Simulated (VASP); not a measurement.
# TeW (F-43m) in VASP: a series of runs, part 2 of 2

VASP 6.6.1. Earlier steps stand in the parts before.

### Step 3. Single point, PBEsol

This run uses another cell than the first one, of 27.36 Å³/atom.

Contents of INCAR:

```
SYSTEM = TeW
ALGO     = Normal         ! electronic algorithm
EDIFF    = 1E-7           ! SCF threshold, eV
ENCUT    = 520            ! plane-wave cutoff, eV
GGA      = PS             ! functional
ISIF     = 2              ! what is computed and relaxed
ISMEAR   = 0              ! smearing method
LASPH    = .TRUE.         ! aspherical terms in the spheres
LCHARG   = .TRUE.         ! write CHGCAR
LELF     = .TRUE.         ! ELF
LREAL    = .FALSE.        ! projectors in reciprocal space
LVHAR    = .TRUE.       
LWAVE    = .FALSE.        ! write WAVECAR
NBANDS   = 17             ! bands
NELM     = 100            ! most SCF steps
PREC     = Accurate       ! precision mode
SIGMA    = 0.1            ! smearing width, eV
```

Contents of KPOINTS:

```
k-points
0
G
  12 12 12
  0 0 0
```

Contents of POSCAR:

```
TeW
1.0
    0.0000000000      3.0132692897      3.0132692897
    3.0132692897      0.0000000000      3.0132692897
    3.0132692897      3.0132692897      0.0000000000
W Te
1 1
Direct
    0.0000000000      0.0000000000      0.0000000000
    0.2500000000      0.2500000000      0.2500000000
```

Potentials or basis: VASP PAW PBE potentials, release 64 (W_sv, Te).

Launch:

```bash
> cat potpaw_PBE.64/W_sv/POTCAR potpaw_PBE.64/Te/POTCAR > POTCAR
> mpirun -np 1 vasp_std > vasp.out
```

OUTCAR:

```text
SYSTEM = TeW
   EDIFF = 1E-7
   ENCUT = 520
   GGA = PS
   ISIF = 2
   ISMEAR = 0
   LASPH = .TRUE.
   LREAL = .FALSE.
   NELM = 100
   PREC = Accurate

 ion  position               nearest neighbor table
   1  0.000  0.000  0.000-   2 2.61   2 2.61   2 2.61   2 2.61
   2  0.250  0.250  0.250-   1 2.61   1 2.61   1 2.61   1 2.61

  LATTYP: Found a face centered cubic cell.
 ALAT       =     6.0265385794

  Lattice vectors:

 A1 = (   0.0000000000,   3.0132692897,   3.0132692897)
 A2 = (   3.0132692897,   0.0000000000,   3.0132692897)
 A3 = (   3.0132692897,   3.0132692897,   0.0000000000)
[... 647 lines left out ...]
      4     -31.4298      2.00000
      5      -5.4838      2.00000
      6       1.1715      2.00000
[... 9 lines left out ...]
     16      14.6636      0.00000
     17      15.6362      0.00000

 [... further k-points ...]
[... 5 lines left out ...]
  --------------------------------------------------------------------------------------
  -------------------------------------------------------------------------------------
  Total        0.0328053      0.0328053      0.0328053      0.0000000      0.0000000      0.0000000
  in kB        0.9605311      0.9605311      0.9605311      0.0000000      0.0000000      0.0000000
  external PRESSURE =       0.9605311 kB  Pullay stress =       0.0000000 kB

 VOLUME and BASIS-vectors are now :
 -----------------------------------------------------------------------------
  energy-cutoff  :      520.00
  volume of cell :       54.72
      direct lattice vectors                 reciprocal lattice vectors
     0.000000000  3.013269290  3.013269290    -0.165932730  0.165932730  0.165932730
     3.013269290  0.000000000  3.013269290     0.165932730 -0.165932730  0.165932730
     3.013269290  3.013269290  0.000000000     0.165932730  0.165932730 -0.165932730

 POSITION                                       TOTAL-FORCE (eV/Angst)
 -----------------------------------------------------------------------------------
      0.00000      0.00000      0.00000        -0.000000     -0.000000     -0.000000
      1.50663      1.50663      1.50663         0.000000      0.000000      0.000000
 -----------------------------------------------------------------------------------
    total drift:                               -0.000000     -0.000000     -0.000000

  FREE ENERGIE OF THE ION-ELECTRON SYSTEM (eV)
  ---------------------------------------------------
  free  energy   TOTEN  =       -14.2101608067 eV

  energy  without entropy=      -14.1887597300  energy(sigma->0) =      -14.19946027
```

OSZICAR:

```text
N       E                     dE             d eps       ncg     rms          rms(c)
DAV:   1     0.136349913709E+03    0.13635E+03   -0.96886E+03  2448   0.112E+03
DAV:   2    -0.979800834869E+01   -0.14615E+03   -0.14286E+03  3063   0.299E+02
DAV:   3    -0.144663298663E+02   -0.46683E+01   -0.45889E+01  2894   0.507E+01
DAV:   4    -0.145365273120E+02   -0.70197E-01   -0.70141E-01  3252   0.654E+00
DAV:   5    -0.145374504986E+02   -0.92319E-03   -0.92316E-03  2876   0.650E-01    0.136E+01
DAV:   6    -0.142497927579E+02    0.28766E+00   -0.99480E-01  2540   0.716E+00    0.546E+00
DAV:   7    -0.142190230380E+02    0.30770E-01   -0.45815E-02  2515   0.146E+00    0.286E+00
DAV:   8    -0.142100702601E+02    0.89528E-02   -0.11676E-02  2751   0.796E-01    0.180E-01
DAV:   9    -0.142101256238E+02   -0.55364E-04   -0.42492E-04  2860   0.154E-01    0.108E-01
DAV:  10    -0.142101627211E+02   -0.37097E-04   -0.62779E-05  2666   0.629E-02    0.199E-02
DAV:  11    -0.142101613237E+02    0.13974E-05   -0.25151E-06  3020   0.123E-02    0.754E-03
DAV:  12    -0.142101608927E+02    0.43105E-06   -0.42573E-07  2662   0.511E-03    0.107E-03
DAV:  13    -0.142101608067E+02    0.85943E-07   -0.14296E-08  1343   0.960E-04
   1 F= -.14210161E+02 E0= -.14199460E+02  d E =-.214011E-01
```

Wall time 43 s (1 thread of AMD EPYC 7R13 (Zen 3), shared host); peak memory 0.19 GiB.

Results:

| Property | Result |
| --- | --- |
| Free energy | -14.2102 eV |
| Pressure | 0.1 GPa |
| Band gap on the k mesh | zero (bands 10 and 11 overlap by 0.25 eV) |

Levels at points of the mesh, in eV from the Fermi level:
| k point | band 7 | band 8 | band 9 | band 10 | band 11 | band 12 | band 13 | band 14 |
| --- | --- | --- | --- | --- | --- | --- | --- | --- |
| (0.00, 0.00, 0.00) | -4.10 | -4.10 | -0.32 | -0.32 | 1.64 | 4.79 | 4.79 | 4.79 |
| (0.50, 0.00, 0.00) | -3.78 | -3.78 | -0.21 | -0.06 | -0.06 | 2.35 | 2.35 | 3.38 |
| (0.50, 0.50, 0.00) | -3.23 | -3.23 | -1.32 | -0.51 | 0.28 | 0.75 | 0.75 | 6.01 |

Caveat: the PAW data sets were made with another functional, which shifts forces and pressure a little; spin-orbit coupling is left out, which moves the levels of the heavy elements.

### Step 4. Single point, PBEsol

This run uses another cell than the first one, of 27.66 Å³/atom.

Contents of INCAR:

```
PREC     = Accurate       # precision mode
ENCUT    = 520            # plane-wave cutoff, eV
EDIFF    = 1E-7           # SCF threshold, eV
ISMEAR   = 0              # smearing method
SIGMA    = 0.1            # smearing width, eV
LREAL    = False          # projectors in reciprocal space
LASPH    = True           # aspherical terms in the spheres
NELM     = 60             # most SCF steps
ALGO     = Normal         # electronic algorithm
ISIF     = 2              # what is computed and relaxed
LWAVE    = False          # write WAVECAR
LCHARG   = False          # write CHGCAR
GGA      = PS             # functional
NBANDS   = 17             # bands
```

Contents of KPOINTS:

```
regular mesh
0
Gamma
  12 12 12
```

Contents of POSCAR:

```
TeW
1.0
    0.0000000000      3.0241765070      3.0241765070
    3.0241765070      0.0000000000      3.0241765070
    3.0241765070      3.0241765070      0.0000000000
W Te
1 1
Direct
    0.0000000000      0.0000000000      0.0000000000
    0.2500000000      0.2500000000      0.2500000000
```

Launch:

```bash
> cat potpaw_PBE.64/W_sv/POTCAR potpaw_PBE.64/Te/POTCAR > POTCAR
> mpirun -np 1 vasp_std > vasp.out
```

Wall time 39 s (1 thread of AMD EPYC 7R13 (Zen 3), shared host); peak memory 0.19 GiB.

The run converged. Its results:

```
Free energy            : -14.2085 eV
Pressure               : -1.0 GPa
Band gap on the k mesh : zero (bands 10 and 11 overlap by 0.25 eV)
```

Levels at points of the mesh, in eV from the Fermi level:
| k point | band 6 | band 7 | band 8 | band 9 | band 10 | band 11 | band 12 | band 13 | band 14 | band 15 |
| --- | --- | --- | --- | --- | --- | --- | --- | --- | --- | --- |
| (0.00, 0.00, 0.00) | -4.07 | -4.07 | -4.07 | -0.31 | -0.31 | 1.59 | 4.73 | 4.73 | 4.73 | 6.10 |
| (0.50, 0.00, 0.00) | -5.50 | -3.76 | -3.76 | -0.21 | -0.06 | -0.06 | 2.32 | 2.32 | 3.34 | 7.98 |
| (0.50, 0.50, 0.00) | -5.86 | -3.22 | -3.22 | -1.29 | -0.51 | 0.27 | 0.74 | 0.74 | 5.93 | 6.14 |

Caveat: the PAW data sets were made with another functional, which shifts forces and pressure a little; spin-orbit coupling is left out, which moves the levels of the heavy elements.

### Step 5. Single point, r2SCAN

This run uses another cell than the first one, of 27.66 Å³/atom.

POSCAR is that of step 4.

Contents of INCAR.step1:

```
PREC = Accurate
ENCUT = 520
ISMEAR = 0
SIGMA = 0.1
LREAL = False
LASPH = True
NELM = 100
NBANDS = 17
GGA = PE
ALGO = Normal
EDIFF = 1E-4
LWAVE = True
LCHARG = False
```

Contents of INCAR.step2:

```
PREC = Accurate
ENCUT = 520
EDIFF = 1E-6
ISMEAR = 0
SIGMA = 0.1
LREAL = False
LASPH = True
NELM = 100
ALGO = Normal
ISIF = 2
LWAVE = False
LCHARG = True
METAGGA = R2SCAN
LMIXTAU = True
LELF = True
LVHAR = True
NBANDS = 17
ISTART = 1
```

Contents of KPOINTS:

```
Automatic mesh
0
Gamma
  12 12 12
```

Launch:

```bash
> cat potpaw_PBE.64/W_sv/POTCAR potpaw_PBE.64/Te/POTCAR > POTCAR
> cp INCAR.step1 INCAR
> mpirun -np 1 vasp_std > vasp.out
> cp INCAR.step2 INCAR
> mpirun -np 1 vasp_std > vasp.out
```

Wall time 2.8 min (1 thread of AMD EPYC 7R13 (Zen 3), shared host); peak memory 0.21 GiB.

Results (log left out):

* Free energy: -73.7310 eV
* Pressure: 0.6 GPa
* Band gap on the k mesh: zero (bands 10 and 11 overlap by 0.22 eV)

Levels at points of the mesh, in eV from the Fermi level:
| k point | band 8 | band 9 | band 10 | band 11 | band 12 | band 13 |
| --- | --- | --- | --- | --- | --- | --- |
| (0.00, 0.00, 0.00) | -4.33 | -0.37 | -0.37 | 2.11 | 4.99 | 4.99 |
| (0.50, 0.00, 0.00) | -4.03 | -0.08 | -0.08 | -0.08 | 2.49 | 2.49 |
| (0.50, 0.50, 0.00) | -3.49 | -1.20 | -0.50 | 0.26 | 0.88 | 0.88 |

Caveat: the PAW data sets were made with another functional, which shifts forces and pressure a little; spin-orbit coupling is left out, which moves the levels of the heavy elements.

### Step 6. The runs side by side

```csv
level,spin,cell,k mesh,gap on the mesh (eV),pressure (GPa)
PBEsol,collinear,"a = 4.285 Å, angles 60.0°, 2 atoms",6 × 6 × 6,none,-0.4
PBEsol,off,"a = 4.261 Å, angles 60.0°, 2 atoms",12 × 12 × 12,none,0.1
PBEsol,off,"a = 4.277 Å, angles 60.0°, 2 atoms",12 × 12 × 12,none,-1.0
r2SCAN,off,"a = 4.277 Å, angles 60.0°, 2 atoms",12 × 12 × 12,none,0.6
```

Alike in all rows: task single point; potentials or basis VASP PAW PBE potentials, release 64 (W_sv, Te); cutoff (eV) 520; smearing gaussian 0.1 eV.

Caveats: the PAW data sets were made with another functional, which shifts forces and pressure a little; spin-orbit coupling is left out, which moves the levels of the heavy elements.

Absolute energies hang on the potentials; compare differences alone.
